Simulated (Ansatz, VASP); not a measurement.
Co14NiW5 in VASP and in Ansatz

```xyz
20
Lattice="6.4067 -0.0639 -0.2634 -0.0639 6.1558 0.0546 -0.2634 0.0546 6.6381" Properties=species:S:1:pos:R:3 pbc="T T T"
Co    4.6711    5.7610    3.0990
Co    3.7409    1.2688    4.4680
Co    1.4938    3.2436    5.5620
Co    2.0064    2.1727    1.5417
Co    3.0927    3.7500    3.6840
Co    3.4437    0.4215    0.8666
Co    1.7144    4.9848    0.8233
Co   -0.1597    1.7045    6.2711
Co    6.1117    3.3355    0.1902
Co    4.3244    2.8563   -0.1262
Co    2.1254    0.0931    3.3048
Co    3.9071    4.5208    1.3259
Co    5.1047    3.2090    4.6159
Co    1.6318    0.7055    6.0780
W     0.5792    3.9296    2.7521
W     0.0222    5.5286    5.2053
W     4.2185    5.3497    5.8114
W     5.9892    6.0578    1.2281
W     4.7520    2.2495    2.5835
Ni    0.1214    1.4778    4.0184
```

Alike in both runs: task single point; functional PBE; k mesh 4 × 4 × 4; occupations fermi-dirac, width 0.2809 eV; no spin polarisation.

|  | VASP | Ansatz |
| --- | --- | --- |
| version | VASP 6.6.1 | Ansatz 0.2.0 |
| potentials or method | VASP PAW PBE potentials, release 64 (Co, W_sv, Ni), cutoff 520 eV | scalar-relativistic, plane waves, PAW |
| valence electrons in the cell | 206 | 326 |

Ansatz gave:

- gap on the k mesh at the Fermi level (eV): none
- rms of the force components (eV/Å): 2.214

Question: Which values does VASP return?

Answer: gap on the k mesh at the Fermi level (eV): none; rms of the force components (eV/Å): 2.159.

Atom by atom the forces differ by 0.084 eV/Å (rms over components). A gap of «none» marks a metal or a gap that the smearing closes. VASP's potentials hold 206 valence electrons a cell and Ansatz's 326, so a difference there can come from the potentials and not from the codes.

Neither program's run includes spin-orbit coupling.
